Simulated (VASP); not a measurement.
A run of VASP 6.6.1:

Contents of INCAR:

```
PREC     = Accurate       # precision mode
ENCUT    = 500            # plane-wave cutoff, eV
EDIFF    = 1E-6           # SCF threshold, eV
ISMEAR   = 0              # smearing method
SIGMA    = 0.1            # smearing width, eV
LREAL    = F              # projectors in reciprocal space
LASPH    = T              # aspherical terms in the spheres
NELM     = 120            # most SCF steps
ALGO     = Normal         # electronic algorithm
ISIF     = 2              # what is computed and relaxed
LWAVE    = F              # write WAVECAR
LCHARG   = F              # write CHGCAR
GGA      = PE             # functional
NBANDS   = 19             # bands
GGA_COMPAT= F
```

KPOINTS

```
regular mesh
0
Gamma
  18 18 10
```

File POSCAR:

```
Ti
1.0
    2.9387434325      0.0000000000      0.0000000000
   -1.4693717163      2.5450264677      0.0000000000
    0.0000000000      0.0000000000      4.6498912116
Ti
2
Direct
    0.3333333333      0.6666666667      0.2500000000
    0.6666666667      0.3333333333      0.7500000000
```

Potentials or basis: VASP PAW PBE potentials, release 64 (Ti_sv).

The run is started by

```bash
$ cat potpaw_PBE.64/Ti_sv/POTCAR > POTCAR
$ mpirun -np 1 vasp_std > vasp.out
```

Hardware: 1 thread of Intel Xeon 6975P-C, on a shared host.

How long does it take, and how much memory?

It took 58 s on 1 thread of Intel Xeon 6975P-C, on a shared host, peak memory 0.24 GiB. Counts: scf iterations 13, k points 222.
